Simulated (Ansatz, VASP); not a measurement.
One calculation of WSe2, two programs

Contents of INCAR:

```
SYSTEM = WSe2
ALGO = Normal ; DIPOL = 0.5 0.5 0.500
EDIFF = 1E-7 ; ENCUT = 520
GGA = PE ; IDIPOL = 3
ISIF = 2 ; ISMEAR = 0
IVDW = 12 ; LASPH = .True.
LCHARG = .False. ; LDIPOL = .True.
LREAL = .False. ; LWAVE = .False.
NBANDS = 20 ; NELM = 80
PREC = Accurate ; SIGMA = 0.02
```

File KPOINTS:

```
k-points
0
Gamma
  9 9 1
  0 0 0
```

The input POSCAR:

```
WSe2
1.0
    3.3730000000      0.0000000000      0.0000000000
   -1.6865000000      2.9211036870      0.0000000000
    0.0000000000      0.0000000000     32.7373831004
Se W
2 1
Direct
    0.3333333333      0.6666666667      0.4512178480
    0.3333333333      0.6666666667      0.5487821520
    0.6666666667      0.3333333333      0.5000000000
```

Input for Ansatz:

```yaml
crystal:
  lattice:
    - [3.373, 0.0, 0.0]
    - [-1.6865, 2.921103687, 0.0]
    - [0.0, 0.0, 32.7373831004]
  atoms:
    - { symbol: Se, position: [0.3333333333, 0.6666666667, 0.451217848] }
    - { symbol: W, position: [0.6666666667, 0.3333333333, 0.5] }
    - { symbol: Se, position: [0.3333333333, 0.6666666667, 0.548782152] }
  periodic: [true, true, false]
basis:
  ecutwfc: 420
kpoints:
  mp_grid: { grid: [9, 9, 1] }
hamiltonian:
  xc: pbe
  pseudopotentials: { kind: paw, azcp: { folder: soft_1 } }
  dispersion: d3bj
scf:
  occupations: { method: gaussian, width: 0.02 }
output:
  forces: true
  stress: true
  eigenvalues: true
```

Alike in both runs: task single point; functional PBE; dispersion D3(BJ); k mesh 9 × 9 × 1; occupations gaussian, width 0.02 eV; no spin polarisation.

|  | VASP | Ansatz |
| --- | --- | --- |
| version | VASP 6.6.1 | Ansatz 0.2.0 |
| potentials or method | VASP PAW PBE potentials, release 64 (Se, W_sv), cutoff 520 eV | scalar-relativistic, plane waves, PAW |
| valence electrons in the cell | 26 | 46 |

Ansatz gave:

* gap on the k mesh at the Fermi level (eV): 1.14
* least direct gap on the mesh (eV): 1.25
* rms of the force components (eV/Å): 0.485

Q: What did VASP give for the same quantities?

A: gap on the k mesh at the Fermi level (eV): 1.13; least direct gap on the mesh (eV): 1.25; rms of the force components (eV/Å): 0.510.

VASP's potentials hold 26 valence electrons a cell and Ansatz's 46, so a difference there can come from the potentials and not from the codes.

Spin-orbit coupling is off throughout.
